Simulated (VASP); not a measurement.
# Fe (R-3m) in VASP: notebook

Fe is run at these levels: PBEsol; tasks: single point, relaxation of cell and atoms.

All numbers are computed with VASP 6.6.1; they aren't measurements. Logs are shortened: lines on timing, memory, paths and dates and some standing lists are left out, and cuts for length are marked.

### 1 The cell of the first run

Symmetry: R-3m, No. 166, trigonal system. Conventional cell: a = 3.126 Å, b = 3.126 Å, c = 8.695 Å, α = 90.00°, β = 90.00°, γ = 120.00°. Within 2.8 Å of Fe (site symmetry 3m) lie 6 Fe at 2.09 to 2.58 Å.

### 2 Single point, PBEsol, collinear spin, ferromagnetic start

INCAR

```
ALGO     = Normal         # electronic algorithm
EDIFF    = 1E-6           # SCF threshold, eV
ENCUT    = 520            # plane-wave cutoff, eV
GGA      = PS             # functional
ISIF     = 2              # what is computed and relaxed
ISMEAR   = 0              # smearing method
ISPIN    = 2              # spin polarisation
LASPH    = True           # aspherical terms in the spheres
LCHARG   = False          # write CHGCAR
LMAXMIX  = 4              # l up to which the mixer works
LORBIT   = 11             # projections on sites
LREAL    = False          # projectors in reciprocal space
LWAVE    = False          # write WAVECAR
MAGMOM   = 4 4            # initial moments
NBANDS   = 19             # bands
NELM     = 150            # most SCF steps
PREC     = Accurate       # precision mode
SIGMA    = 0.1            # smearing width, eV
```

KPOINTS

```
k-points
0
Gamma
  9 9 9
```

POSCAR

```
Fe
1.0
    1.5630294866      0.9024154948      2.8984507864
   -1.5630294866      0.9024154948      2.8984507864
    0.0000000000     -1.8048309896      2.8984507864
Fe
2
Direct
    0.2275400000      0.2275400000      0.2275400000
    0.7724600000      0.7724600000      0.7724600000
```

Potentials or basis: VASP PAW PBE potentials, release 64 (Fe).

Launch:

```bash
$ cat potpaw_PBE.64/Fe/POTCAR > POTCAR
$ mpirun -np 1 vasp_std > vasp.out
```

OUTCAR:

```text
EDIFF = 1E-6
   ENCUT = 520
   GGA = PS
   ISIF = 2
   ISMEAR = 0
   ISPIN = 2
   LASPH = True
   LORBIT = 11
   LREAL = False
   NELM = 150
   PREC = Accurate

 ion  position               nearest neighbor table
   1  0.228  0.228  0.228-   2 2.09   2 2.09   2 2.09   2 2.58   2 2.58   2 2.58
   2  0.772  0.772  0.772-   1 2.09   1 2.09   1 2.09   1 2.58   1 2.58   1 2.58

  LATTYP: Found a trigonal (rhomboedric) cell.
 ALAT       =     3.4144445906
 COS(alpha) =     0.5808936906

  Lattice vectors:

 A1 = (   1.5630294866,   0.9024154948,   2.8984507864)
 A2 = (  -1.5630294866,   0.9024154948,   2.8984507864)
 A3 = (   0.0000000000,  -1.8048309896,   2.8984507864)

Analysis of symmetry for initial positions (statically):
=====================================================================
 Subroutine PRICEL returns:
 Original cell was already a primitive cell.

 Routine SETGRP: Setting up the symmetry group for a
 trigonal (rhombohedral) supercell.

 Subroutine GETGRP returns: Found 12 space group operations
 (whereof 12 operations were pure point group operations)
 out of a pool of 12 trial point group operations.

The static configuration has the point symmetry D_3d.

Analysis of symmetry for dynamics (positions and initial velocities):
=====================================================================
 Subroutine PRICEL returns:
 Original cell was already a primitive cell.

 Routine SETGRP: Setting up the symmetry group for a
 trigonal (rhombohedral) supercell.

 Subroutine GETGRP returns: Found 12 space group operations
 (whereof 12 operations were pure point group operations)
 out of a pool of 12 trial point group operations.

The dynamic configuration has the point symmetry D_3d.

Analysis of structural, dynamic, and magnetic symmetry:
=====================================================================
 Subroutine PRICEL returns:
 Original cell was already a primitive cell.

 Routine SETGRP: Setting up the symmetry group for a
 trigonal (rhombohedral) supercell.

 Subroutine GETGRP returns: Found 12 space group operations
 (whereof 12 operations were pure point group operations)
 out of a pool of 12 trial point group operations.

The overall configuration has the point symmetry D_3d.

 Subroutine INISYM returns: Found 12 space group operations
 (whereof 12 operations are pure point group operations),
 and found     1 'primitive' translations

[... 116 lines left out ...]
  Fermi-wavevector in a.u.,A,eV,Ry     =   1.419770  2.682975 27.425884  2.015746
  Thomas-Fermi vector in A             =   2.540755
   LORBIT       =     11    0 simple, 1 ext, 2 COOP (PROOUT), +10 PAW based schemes
   GGA     = PS    functional components
   LHFCALC =     F    Hartree Fock is set to
   AEXX    =    0.0000 exact exchange contribution
   IVDW    =     0    specifies the selected vdW correction
   LEPSILON=     F    determine dielectric tensor
   LRPA    =     F    only Hartree local field effects (RPA)
 spin polarized calculation
 Gauss-broadening in eV      SIGMA  =   0.10
  energy-cutoff  :      520.00
  volume of cell :       24.53
 maximum number of plane-waves:       674
 NGX is ok and might be reduce to    28
   NGX = 13   NGY = 13   NGZ = 13

 number of electron      16.0000003 magnetization       2.6574132

 Free energy of the ion-electron system (eV)
  ---------------------------------------------------
  ext. energy  EPLUGINS =         0.00000000
  ---------------------------------------------------
  free energy    TOTEN  =       -15.69656223 eV

  energy without entropy =      -15.67930469  energy(sigma->0) =      -15.68793346

 E-fermi :   5.1642     XC(G=0): -12.7186

 val. band max:        5.1627704565   @ k =   0.2222   0.1111   0.1111
 cond. band min:       5.1649472866   @ k =  -0.4444   0.4444   0.4444
 fundamental gap:      0.0021768302
 Fermi energy:         5.1641855183

 spin component 1

 k-point     1 :       0.0000    0.0000    0.0000
  band No.  band energies     occupation
      1      -2.9306      1.00000
      2       1.2085      1.00000
      3       1.2395      1.00000
      4       1.2395      1.00000
      5       1.3075      1.00000
      6       1.3075      1.00000
[... 517 lines left out ...]
     18      30.9085      0.00000
     19      32.0809      0.00000

 [... further k-points ...]

 spin component 2

 k-point     1 :       0.0000    0.0000    0.0000
  band No.  band energies     occupation
      1      -2.7072      1.00000
      2       2.0808      1.00000
      3       2.0808      1.00000
      4       2.3546      1.00000
      5       2.5708      1.00000
      6       2.5708      1.00000
[... 517 lines left out ...]
     18      31.2158      0.00000
     19      32.3027      0.00000

 [... further k-points ...]

------------------------ aborting loop because EDIFF is reached ----------------------------------------

  FORCE on cell =-STRESS in cart. coord.  units (eV):
  Direction    XX          YY          ZZ          XY          YZ          ZX
  --------------------------------------------------------------------------------------
  -------------------------------------------------------------------------------------
  Total        0.1014433      0.1014433      0.1612196      0.0000000     -0.0000000      0.0000000
  in kB        6.6258726      6.6258726     10.5302217      0.0000000     -0.0000000      0.0000000
  external PRESSURE =       7.9273223 kB  Pullay stress =       0.0000000 kB

 VOLUME and BASIS-vectors are now :
 -----------------------------------------------------------------------------
  energy-cutoff  :      520.00
  volume of cell :       24.53
      direct lattice vectors                 reciprocal lattice vectors
     1.563029487  0.902415495  2.898450786     0.319891598  0.184689500  0.115003965
    -1.563029487  0.902415495  2.898450786    -0.319891598  0.184689500  0.115003965
     0.000000000 -1.804830990  2.898450786     0.000000000 -0.369379000  0.115003965

 POSITION                                       TOTAL-FORCE (eV/Angst)
 -----------------------------------------------------------------------------------
      0.00000      0.00000      1.97854         0.000000     -0.000000      1.808009
      0.00000      0.00000      6.71681         0.000000      0.000000     -1.808009
 -----------------------------------------------------------------------------------
    total drift:                               -0.000000      0.000000     -0.000000

  FREE ENERGIE OF THE ION-ELECTRON SYSTEM (eV)
  ---------------------------------------------------
  free  energy   TOTEN  =       -15.6965622268 eV

  energy  without entropy=      -15.6793046879  energy(sigma->0) =      -15.68793346

 total charge

# of ion       s       p       d       tot
------------------------------------------
    1        0.546   0.478   6.435   7.460
    2        0.546   0.478   6.435   7.460
--------------------------------------------------
tot          1.093   0.956  12.870  14.919

 magnetization (x)

# of ion       s       p       d       tot
------------------------------------------
    1       -0.008   0.001   1.305   1.298
    2       -0.008   0.001   1.305   1.298
--------------------------------------------------
tot         -0.016   0.002   2.610   2.596
```

Run time: 4.4 min. Hardware: 1 thread of AMD EPYC 7R13, shared host; peak memory 0.17 GiB.

Results:

| Property | Result |
| --- | --- |
| Free energy | -15.6966 eV |
| Pressure | 0.8 GPa |
| Largest force | 1.808 eV/Å |
| Net moment | 2.66 μB per cell |
| Site moments | Fe +1.30 μB |
| Valence electrons inside the program's atomic spheres | Fe 7.46 |

Forces in eV/Å, atoms in the order of the input:
```
Fe   0.000  0.000  1.808
Fe   0.000  0.000 -1.808
```

Caveat: the PAW data sets were made with another functional, which shifts forces and pressure a little.

### 3 Relaxation of cell and atoms, PBEsol, collinear spin, ferromagnetic start

INCAR

```
SYSTEM = Fe
PREC = Accurate ; ENCUT = 600
EDIFF = 1E-6 ; ISMEAR = 0
SIGMA = 0.1 ; LREAL = .FALSE.
LASPH = .TRUE. ; NELM = 150
ALGO = Fast ; ISIF = 3
LWAVE = .FALSE. ; LCHARG = .FALSE.
ISPIN = 2 ; MAGMOM = 1.37 1.37
LORBIT = 11 ; LMAXMIX = 4
GGA = PS ; IBRION = 2
NSW = 90 ; EDIFFG = -0.04
```

KPOINTS

```
regular mesh
0
G
  6 6 6
  0 0 0
```

POSCAR is that of step 2.

Potentials or basis: VASP PAW PBE potentials, release 64 (Fe).

Launch:

```bash
$ cat potpaw_PBE.64/Fe/POTCAR > POTCAR
$ mpirun -np 1 vasp_std > vasp.out
```

It took 28 min on 1 thread of AMD EPYC 7R13, shared host; peak memory 0.17 GiB.

It converged, with:

```
Free energy                                           : -17.6778 eV
Relaxed volume                                        : 9.87 Å³/atom
Relaxed cell                                          : a = 4.158 Å, b = 4.158 Å, c = 4.158 Å, α = 33.73°, β = 33.73°, γ = 33.73°
Space group after relaxing (to 0.1 Å)                 : Fm-3m (No. 225)
Energy gained by relaxing                             : 1004.8 meV/atom
Ionic steps                                           : 26
Pressure after relaxing                               : -0.1 GPa
Largest force after relaxing                          : 0.009 eV/Å
Band gap on the k mesh                                : zero (filled and empty bands overlap)
Net moment                                            : 0.00 μB per cell
Valence electrons inside the program's atomic spheres : Fe 7.60
```

Forces on the atoms (eV/Å):
```
Fe   0.000  0.000 -0.009
Fe   0.000  0.000  0.009
```

Stress tensor (GPa, compression positive):
```
 0.06  0.00  0.00
 0.00  0.06  0.00
 0.00  0.00 -0.56
```

The path:
| step | energy change (eV) | largest force (eV/Å) | pressure (GPa) | volume (Å³) |
| --- | --- | --- | --- | --- |
| 1 | 0.0000 | 1.4206 | -0.45 | 24.53 |
| 2 | -0.3197 | 2.1560 | 4.48 | 24.41 |
| 3 | -0.4705 | 1.5304 | 6.16 | 24.05 |
| 4 | -0.6121 | 0.2420 | 4.64 | 24.20 |
| 5 | -0.6921 | 0.8843 | -2.06 | 25.01 |
| 6 | -0.6926 | 1.0334 | -2.84 | 25.13 |
| 7 | -0.8212 | 1.2004 | -5.44 | 25.25 |
| 8 | -1.2291 | 1.6277 | -12.27 | 25.26 |
| 9 | -1.3833 | 1.0865 | -25.13 | 23.90 |
| 10 | -1.4533 | 0.9282 | -19.84 | 23.22 |
| 11 | -1.4550 | 0.9063 | -19.03 | 23.15 |
| 12 | -1.5352 | 1.1260 | -15.95 | 22.66 |
| 13 | -1.7092 | 1.7654 | -4.69 | 21.23 |
| 14 | -1.5906 | 3.0495 | 36.15 | 18.48 |
| 15 | -1.7449 | 2.2496 | 5.36 | 20.32 |
| 16 | -1.8409 | 1.7039 | 5.07 | 20.05 |
| 17 | -1.9718 | 0.6615 | 8.21 | 19.31 |
| 18 | -1.9721 | 0.4363 | 10.13 | 19.20 |
| 19 | -1.9728 | 0.5367 | 9.03 | 19.25 |
| 20 | -2.0025 | 0.3102 | 0.07 | 19.74 |
| 21 | -2.0039 | 0.2553 | -2.28 | 19.88 |
| 22 | -2.0075 | 0.1780 | -0.79 | 19.79 |
| 23 | -2.0087 | 0.1145 | 0.23 | 19.72 |
| 24 | -2.0088 | 0.0957 | 0.58 | 19.70 |
| 25 | -2.0094 | 0.0517 | 0.11 | 19.72 |
| 26 | -2.0096 | 0.0091 | -0.15 | 19.74 |

Final structure:
```
CELL_PARAMETERS angstrom
1.20607 0.69632 3.91732
-1.20607 0.69632 3.91732
0.00000 -1.39265 3.91732
ATOMIC_POSITIONS crystal
Fe 0.25008 0.25008 0.25008
Fe 0.74992 0.74992 0.74992
```

Levels at points of the mesh, in eV from the Fermi level:
Spin up:
```tsv
k point	band 6	band 7	band 8	band 9	band 10	band 11
(0.00, 0.00, 0.00)	-1.87	-1.80	-0.18	-0.18	0.13	0.96
(0.50, 0.00, 0.00)	-1.84	-0.63	-0.62	1.00	1.00	3.98
(0.50, 0.50, 0.00)	0.03	0.91	0.92	0.96	1.23	1.23
(0.50, 0.50, 0.50)	-1.56	-1.56	-1.56	-0.06	-0.06	-0.05
```
Spin down:
```csv
k point,band 6,band 7,band 8,band 9,band 10,band 11
"(0.00, 0.00, 0.00)",-1.87,-1.80,-0.18,-0.18,0.13,0.96
"(0.50, 0.00, 0.00)",-1.84,-0.63,-0.62,1.00,1.00,3.98
"(0.50, 0.50, 0.00)",0.03,0.91,0.92,0.96,1.23,1.23
"(0.50, 0.50, 0.50)",-1.56,-1.56,-1.56,-0.06,-0.06,-0.05
```

Caveat: the k points lie up to 0.51 Å⁻¹ apart in the final cell, too coarse for converged energies and pressures of a metal; the volume moved by over 15 % at a fixed basis, so the end points are rough; the PAW data sets were made with another functional, which shifts forces and pressure a little.

(Part 1 of 2 ends here.)
